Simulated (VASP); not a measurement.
# Si (P6_3/mmc) in VASP: single point with r2SCANh

Aim: the single point of Si with r2SCANh.

Everything below comes from runs of VASP 6.6.1. Logs are shortened: lines on timing, memory, paths and dates and some standing lists are left out, and cuts for length are marked.

### Step 1. The cell of the first run

It takes space group P6_3/mmc (No. 194, hexagonal). The conventional cell has a = 3.832 Å, b = 3.832 Å, c = 6.341 Å, α = 90.00°, β = 90.00°, γ = 120.00°. Within 3.1 Å of Si (site symmetry 3m) lie 4 Si at 2.35 to 2.37 Å.

This isn't the form of Si at room conditions, which is diamond.

### Step 2. Single point, r2SCANh

POSCAR

```
Si
1.0
    3.8321296558      0.0000000000      0.0000000000
   -1.9160648279      3.3187216325      0.0000000000
    0.0000000000      0.0000000000      6.3412164343
Si
4
Direct
    0.3333333333      0.6666666667      0.0005609359
    0.6666666667      0.3333333333      0.5005609359
    0.3333333333      0.6666666667      0.3744390641
    0.6666666667      0.3333333333      0.8744390641
```

INCAR.step1

```
SYSTEM = Si
PREC = Accurate
ENCUT = 520
EDIFF = 1E-5
ISMEAR = 0
SIGMA = 0.01
LREAL = .FALSE.
LASPH = .TRUE.
NELM = 60
ALGO = Normal
ISIF = 2
LWAVE = .TRUE.
LCHARG = .FALSE.
NBANDS = 16
GGA = PE
```

INCAR.step2

```
SYSTEM = Si
PREC = Accurate
ENCUT = 520
EDIFF = 1E-6
ISMEAR = 0
SIGMA = 0.01
LREAL = .FALSE.
LASPH = .TRUE.
NELM = 60
ALGO = Normal
ISIF = 2
LWAVE = .FALSE.
LCHARG = .FALSE.
METAGGA = R2SCAN
LHFCALC = .TRUE.
AEXX = 0.1
LMIXTAU = .TRUE.
PRECFOCK = Normal
NBANDS = 16
ISTART = 1
```

KPOINTS

```
regular mesh
0
G
  6 6 4
  0 0 0
```

Potentials or basis: VASP PAW PBE potentials, release 64 (Si).

Run with:

```
$ cat potpaw_PBE.64/Si/POTCAR > POTCAR
$ cp INCAR.step1 INCAR
$ mpirun -np 1 vasp_std > vasp.out
$ cp INCAR.step2 INCAR
$ mpirun -np 1 vasp_std > vasp.out
```

OUTCAR:

```text
SYSTEM = Si
   PREC = Accurate
   ENCUT = 520
   EDIFF = 1E-6
   ISMEAR = 0
   LREAL = .FALSE.
   LASPH = .TRUE.
   NELM = 60
   ISIF = 2
   METAGGA = R2SCAN
   LHFCALC = .TRUE.
   AEXX = 0.1
   PRECFOCK = Normal
   ISTART = 1

 ion  position               nearest neighbor table
   1  0.333  0.667  0.001-   4 2.35   4 2.35   4 2.35   3 2.37
   2  0.667  0.333  0.501-   3 2.35   3 2.35   3 2.35   4 2.37
   3  0.333  0.667  0.374-   2 2.35   2 2.35   2 2.35   1 2.37
   4  0.667  0.333  0.874-   1 2.35   1 2.35   1 2.35   2 2.37

  LATTYP: Found a hexagonal cell.
 ALAT       =     3.8321296558
 C/A-ratio  =     1.6547499703

  Lattice vectors:

 A1 = (   3.8321296558,   0.0000000000,   0.0000000000)
 A2 = (  -1.9160648279,   3.3187216325,   0.0000000000)
 A3 = (   0.0000000000,   0.0000000000,   6.3412164343)

Analysis of symmetry for initial positions (statically):
=====================================================================
 Subroutine PRICEL returns:
 Original cell was already a primitive cell.

 Routine SETGRP: Setting up the symmetry group for a
 hexagonal supercell.

 Subroutine GETGRP returns: Found 24 space group operations
 (whereof  6 operations were pure point group operations)
 out of a pool of 24 trial point group operations.

The static configuration has the point symmetry C_3v.
 The point group associated with its full space group is D_6h.

Analysis of symmetry for dynamics (positions and initial velocities):
=====================================================================
 Subroutine PRICEL returns:
 Original cell was already a primitive cell.

 Routine SETGRP: Setting up the symmetry group for a
 hexagonal supercell.

 Subroutine GETGRP returns: Found 24 space group operations
 (whereof  6 operations were pure point group operations)
 out of a pool of 24 trial point group operations.

The dynamic configuration has the point symmetry C_3v.
 The point group associated with its full space group is D_6h.

 Subroutine INISYM returns: Found 24 space group operations
 (whereof  6 operations are pure point group operations),
 and found     1 'primitive' translations

----------------------------------------------------------------------------------------

                                     Primitive cell

  volume of cell :      80.6461

  direct lattice vectors                    reciprocal lattice vectors
     3.832129656  0.000000000  0.000000000     0.260951505  0.150660422  0.000000000
    -1.916064828  3.318721632  0.000000000     0.000000000  0.301320843  0.000000000
     0.000000000  0.000000000  6.341216434     0.000000000  0.000000000  0.157698450

  length of vectors
     3.832129656  3.832129656  6.341216434     0.301320843  0.301320843  0.157698450

  position of ions in fractional coordinates (direct lattice)
     0.333333333  0.666666667  0.000560936
     0.666666667  0.333333333  0.500560936
     0.333333333  0.666666667  0.374439064
     0.666666667  0.333333333  0.874439064

  ion indices of the primitive-cell ions
   primitive index   ion index
                 1           1
                 2           2
                 3           3
                 4           4

----------------------------------------------------------------------------------------

 KPOINTS: regular mesh

Automatic generation of k-mesh.
 Grid dimensions read from file:
 generate k-points for:    6    6    4

 Generating k-lattice:

  Cartesian coordinates                     Fractional coordinates (reciprocal lattice)
     0.043491917  0.025110070  0.000000000     0.166666667 -0.000000000  0.000000000
     0.000000000  0.050220141  0.000000000     0.000000000  0.166666667  0.000000000
     0.000000000  0.000000000  0.039424612     0.000000000  0.000000000  0.250000000

  Length of vectors
     0.050220141  0.050220141  0.039424612

  Shift w.r.t. Gamma in fractional coordinates (k-lattice)
     0.000000000  0.000000000  0.000000000

 Subroutine IBZKPT returns following result:
 ===========================================

 Found     21 irreducible k-points:

 Following reciprocal coordinates:
            Coordinates               Weight
  0.000000  0.000000  0.000000      1.000000
  0.166667 -0.000000  0.000000      6.000000
  0.333333 -0.000000  0.000000      6.000000
  0.500000 -0.000000  0.000000      3.000000
  0.166667  0.166667  0.000000      6.000000
  0.333333  0.166667  0.000000     12.000000
[... 13 lines left out ...]
  0.333333  0.166667  0.500000     12.000000
  0.333333  0.333333  0.500000      2.000000
   k-points           NKPTS =     21   k-points in BZ     NKDIM =    144   number of bands    NBANDS=     16
   number of dos      NEDOS =    301   number of ions     NIONS =      4
   total plane-waves  NPLWV =  43200
   dimension x,y,z NGX =    30 NGY =   30 NGZ =   48
   dimension x,y,z NGXF=    60 NGYF=   60 NGZF=   96
   ions per type =               4
   NGX,Y,Z   is equivalent  to a cutoff of  13.01, 13.01, 12.58 a.u.
   NGXF,Y,Z  is equivalent  to a cutoff of  26.03, 26.03, 25.17 a.u.
 SYSTEM =  Si
   PREC   = accura    normal or accurate (medium, high low for compatibility)
   ISTART =      1    job   : 0-new  1-cont  2-samecut
   ICHARG =      0    charge: 1-file 2-atom 10-const
   ISPIN  =      1    spin polarized calculation?
   LNONCOLLINEAR =      F non collinear calculations
   LSORBIT =      F    spin-orbit coupling
   LASPH  =      T    aspherical Exc in radial PAW
   ENCUT  =  520.0 eV  38.22 Ry    6.18 a.u.   7.13  7.13 11.79*2*pi/ulx,y,z
   NELM   =     60;   NELMIN=  2; NELMDL=  0     # of ELM steps
   EDIFF  = 0.1E-05   stopping-criterion for ELM
   LREAL  =      F    real-space projection
   EDIFFG = 0.1E-04   stopping-criterion for IOM
   NSW    =      0    number of steps for IOM
   IBRION =     -1    ionic relax: 0-MD 1-quasi-New 2-CG
   NFREE  =      0    steps in history (QN), initial steepest desc. (CG)
   ISIF   =      2    stress and relaxation
   ISYM   =      3    0-nonsym 1-usesym 2-fastsym
   POTIM  = 0.5000    time-step for ionic-motion
   TEBEG  =    0.0;   TEEND  =   0.0 temperature during run
   PSTRESS=    0.0 pullay stress
   NELECT =      16.0000    total number of electrons
   NUPDOWN=      -1.0000    fix difference up-down
   EMIN   =  10.00;   EMAX   =-10.00  energy-range for DOS
   EFERMI =   0.00;   METHOD = LEGACY
   ISMEAR =     0;   SIGMA  =   0.01  broadening in eV -4-tet -1-fermi 0-gaus
   EFERMI_NEDOS =   21; number of points for ismear=-14 and -15
   IALGO  =     38    algorithm
   IMIX   =      1    mixing-type and parameters
     AMIX     =   0.40;   BMIX     =  1.00
     AMIX_MAG =   1.60;   BMIX_MAG =  1.00
  volume/ion in A,a.u.               =      20.16       136.06
  Fermi-wavevector in a.u.,A,eV,Ry     =   0.954817  1.804343 12.404107  0.911676
  Thomas-Fermi vector in A             =   2.083599
   LORBIT       =      0    0 simple, 1 ext, 2 COOP (PROOUT), +10 PAW based schemes
   METAGGA = R2SCAN    functional components
   LHFCALC =     T    Hartree Fock is set to
   PRECFOCK=normal    Normal, Fast or Accurate (Low or Medium for compatibility)
   ENCUT4O =  -1.0   cutoff for four orbital integrals eV
   NKREDX  =     1    reduce k-point grid by
   NKREDY  =     1    reduce k-point grid by
   NKREDZ  =     1    reduce k-point grid by
   AEXX    =    0.1000 exact exchange contribution
   HFSCREEN=    0.0000 screening length (either q_TF or 0.3 A-1)
   HFSCREENC=   0.0000 screening length for correlation (either q_TF or 0.3 A-1)
   ENCUTFOCK=  -1.0 apply spherical cutoff to Coloumb kernel
   IVDW    =     0    specifies the selected vdW correction
   LEPSILON=     F    determine dielectric tensor
   LRPA    =     F    only Hartree local field effects (RPA)
 non-spin polarized calculation
 Gauss-broadening in eV      SIGMA  =   0.01
  energy-cutoff  :      520.00
  volume of cell :       80.65
 maximum number of plane-waves:      2208
 NGX is ok and might be reduce to    30
  NGX = 24; NGY = 24; NGZ = 36

 number of electron      16.0000000 magnetization

 Free energy of the ion-electron system (eV)
  ---------------------------------------------------
  ext. energy  EPLUGINS =         0.00000000
  ---------------------------------------------------
  free energy    TOTEN  =       -35.83340435 eV

  energy without entropy =      -35.83340435  energy(sigma->0) =      -35.83340435

 E-fermi :   5.7500     XC(G=0):  -8.9619

 val. band max:        5.7031850451   @ k =   0.0000   0.0000   0.0000
 cond. band min:       6.7676590853   @ k =   0.5000  -0.0000   0.0000
 fundamental gap:      1.0644740403
 Fermi energy:         5.7499501158

 k-point     1 :       0.0000    0.0000    0.0000
  band No.  band energies     occupation
      1      -7.5562      2.00000
      2      -5.0794      2.00000
      3      -2.1276      2.00000
      4       4.0440      2.00000
      5       4.0440      2.00000
      6       5.3274      2.00000
[... 8 lines left out ...]
     15      10.7166      0.00000
     16      12.5575      0.00000

 k-point     2 :       0.1667   -0.0000    0.0000
  band No.  band energies     occupation
      1      -7.2066      2.00000
      2      -4.7200      2.00000
      3      -1.9671      2.00000
      4       2.0661      2.00000
      5       3.4538      2.00000
      6       3.7479      2.00000
[... 8 lines left out ...]
     15      11.9494      0.00000
     16      12.2891      0.00000

 k-point     3 :       0.3333   -0.0000    0.0000
  band No.  band energies     occupation
      1      -6.2079      2.00000
      2      -3.6836      2.00000
      3      -2.2709      2.00000
      4       0.3986      2.00000
      5       0.9609      2.00000
      6       2.6654      2.00000
[... 8 lines left out ...]
     15      13.8363      0.00000
     16      13.8674      0.00000
[... 305 lines left out ...]
 k-point    20 :       0.3333    0.1667    0.5000
  band No.  band energies     occupation
      1      -4.5322      2.00000
      2      -4.5322      2.00000
      3      -1.7225      2.00000
      4      -1.7225      2.00000
      5       1.8157      2.00000
      6       1.8157      2.00000
[... 8 lines left out ...]
     15      13.5663      0.00000
     16      13.5663      0.00000

 k-point    21 :       0.3333    0.3333    0.5000
  band No.  band energies     occupation
      1      -3.8058      2.00000
      2      -3.8058      2.00000
      3      -2.3402      2.00000
      4      -2.3402      2.00000
      5       0.8524      2.00000
      6       0.8524      2.00000
[... 8 lines left out ...]
     15      12.9788      0.00000
     16      12.9788      0.00000

------------------------ aborting loop because EDIFF is reached ----------------------------------------

  FORCE on cell =-STRESS in cart. coord.  units (eV):
  Direction    XX          YY          ZZ          XY          YZ          ZX
  --------------------------------------------------------------------------------------
  -------------------------------------------------------------------------------------
  Total       -0.2968372     -0.2968372     -0.4182067      0.0000000     -0.0000000      0.0000000
  in kB       -5.8971926     -5.8971926     -8.3084112      0.0000000     -0.0000000      0.0000000
  external PRESSURE =      -6.7009321 kB  Pullay stress =       0.0000000 kB

 VOLUME and BASIS-vectors are now :
 -----------------------------------------------------------------------------
  energy-cutoff  :      520.00
  volume of cell :       80.65
      direct lattice vectors                 reciprocal lattice vectors
     3.832129656  0.000000000  0.000000000     0.260951505  0.150660422  0.000000000
    -1.916064828  3.318721632  0.000000000     0.000000000  0.301320843  0.000000000
     0.000000000  0.000000000  6.341216434     0.000000000  0.000000000  0.157698450

 POSITION                                       TOTAL-FORCE (eV/Angst)
 -----------------------------------------------------------------------------------
     -0.00000      2.21248      0.00356         0.000000     -0.000000     -0.012018
      1.91606      1.10624      3.17417        -0.000000      0.000000     -0.012018
     -0.00000      2.21248      2.37440         0.000000     -0.000000      0.012018
      1.91606      1.10624      5.54501        -0.000000      0.000000      0.012018
 -----------------------------------------------------------------------------------
    total drift:                                0.000000     -0.000000      0.000000

  FREE ENERGIE OF THE ION-ELECTRON SYSTEM (eV)
  ---------------------------------------------------
  free  energy   TOTEN  =       -35.8334043512 eV

  energy  without entropy=      -35.8334043512  energy(sigma->0) =      -35.83340435
```

Wall time 34 min (1 thread of Intel Xeon Platinum 8488C (Sapphire Rapids), shared host); peak memory 0.24 GiB.

What came out:

```
Free energy            : -35.8334 eV
Pressure               : -0.7 GPa
Largest force          : 0.012 eV/Å
Band gap on the k mesh : 1.06 eV (least direct gap 1.84 eV)
```

Forces in eV/Å, atoms in the order of the input:
```
Si   0.000  0.000 -0.012
Si   0.000  0.000 -0.012
Si   0.000  0.000  0.012
Si   0.000  0.000  0.012
```

Stress tensor (GPa, compression positive):
```
-0.59  0.00  0.00
 0.00 -0.59  0.00
 0.00  0.00 -0.83
```

Levels at points of the mesh, in eV from the valence-band top:
| k point | band 5 | band 6 | band 7 | band 8 | band 9 | band 10 | band 11 | band 12 |
| --- | --- | --- | --- | --- | --- | --- | --- | --- |
| (0.00, 0.00, 0.00) | -1.66 | -0.38 | 0.00 | 0.00 | 1.84 | 2.68 | 2.68 | 3.06 |
| (0.50, 0.00, 0.00) | -5.05 | -3.34 | -3.20 | -1.58 | 1.06 | 3.15 | 3.72 | 3.88 |
| (0.00, 0.00, 0.50) | -1.01 | -1.01 | -1.01 | -1.01 | 2.63 | 2.63 | 3.74 | 3.74 |
| (0.50, 0.00, 0.50) | -2.66 | -2.66 | -2.64 | -2.64 | 1.60 | 1.60 | 2.37 | 2.37 |

Caveat: the PAW data sets were made with another functional, which shifts forces and pressure a little. A k mesh can miss the band edges.
